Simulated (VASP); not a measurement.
A run of VASP 6.6.1 is set up as follows.

File INCAR:

```
ALGO     = Normal         # electronic algorithm
EDIFF    = 1E-6           # SCF threshold, eV
ENCUT    = 520            # plane-wave cutoff, eV
GGA      = PE             # functional
ISIF     = 2              # what is computed and relaxed
ISMEAR   = 0              # smearing method
KPAR     = 2            
LASPH    = True           # aspherical terms in the spheres
LCHARG   = False          # write CHGCAR
LREAL    = Auto         
LWAVE    = False          # write WAVECAR
NBANDS   = 91             # bands
NELM     = 60             # most SCF steps
PREC     = Accurate       # precision mode
SIGMA    = 0.02           # smearing width, eV
```

File KPOINTS:

```
Automatic mesh
0
Gamma
  2 2 2
  0.5 0.5 0.5
```

Contents of POSCAR:

```
Si32Ni
1.0
   -5.4700937627     -5.4700937627      5.4700937627
    5.4700937627     -5.4700937627     -5.4700937627
    5.4700937627      5.4700937627      5.4700937627
Si Ni
32 1
Direct
    0.2502602440      0.7502907954      0.7501580737
   -0.0000414070      0.7485837862     -0.0000126140
    0.4998627297      0.5000300029      0.7497328525
    0.2520895546      0.5020550139      0.0000474398
    0.0000363796      0.5020580303      0.2521125889
    0.7501435401      0.7502936290      0.2502640831
    0.4960708386      0.7456781688      0.4960915878
    0.0000042961     -0.0030597282      0.7487596516
    0.7479843450      0.2499699382      0.7479954965
    0.5039689665      0.2495853013     -0.0000083180
    0.2512417629      0.2482169518      0.2512521832
   -0.0000407671      0.2495708592      0.5039835000
    0.7497323954      0.5000335677      0.4998758922
    0.7487528876     -0.0030589055      0.0000021937
    0.5001114457      0.0001768708      0.2498708540
    0.2498835595      0.0001864685      0.5001278988
    0.2499009266      0.7512688408      0.5009633507
   -0.0000042047      0.7483344304      0.7499475654
    0.4991206035      0.4989862365      0.4991212433
    0.2510294265      0.5013341853      0.7501407979
    0.0000291585      0.4973553687      0.0000460687
    0.7499145678      0.7483351616     -0.0000033820
    0.5009470804      0.7512626252      0.2499177453
    0.0000123398     -0.0001624287      0.5008873922
    0.7489222631      0.2503152705      0.4991195980
    0.4991167644      0.2503229486      0.7489528841
    0.2582129414      0.2545265329     -0.0000021937
   -0.0000283359      0.2545217798      0.2582277492
    0.7501365933      0.5013505470      0.2510501757
    0.7418435910     -0.0036515827      0.7418566621
    0.5008859297     -0.0001559388      0.0000078609
    0.2500209428     -0.0015954023      0.2500267928
    0.0000383906      0.1660811568      0.0000381163
```

Potentials or basis: VASP PAW PBE potentials, release 64 (Si, Ni).

Command:

```console
$ cat potpaw_PBE.64/Si/POTCAR potpaw_PBE.64/Ni/POTCAR > POTCAR
$ mpirun -np 4 vasp_std > vasp.out
```

Problem. Estimate the pressure.

Solution. 0.6 GPa.

Problem. What does it give for the largest force?

Solution. 0.016 eV/Å.

Stress tensor (GPa, compression positive):
```
 0.59 -0.11 -0.11
-0.11  0.59  0.11
-0.11  0.11  0.59
```

Spin polarisation is off, so any magnetic state and its effect on volume and gap are missing.
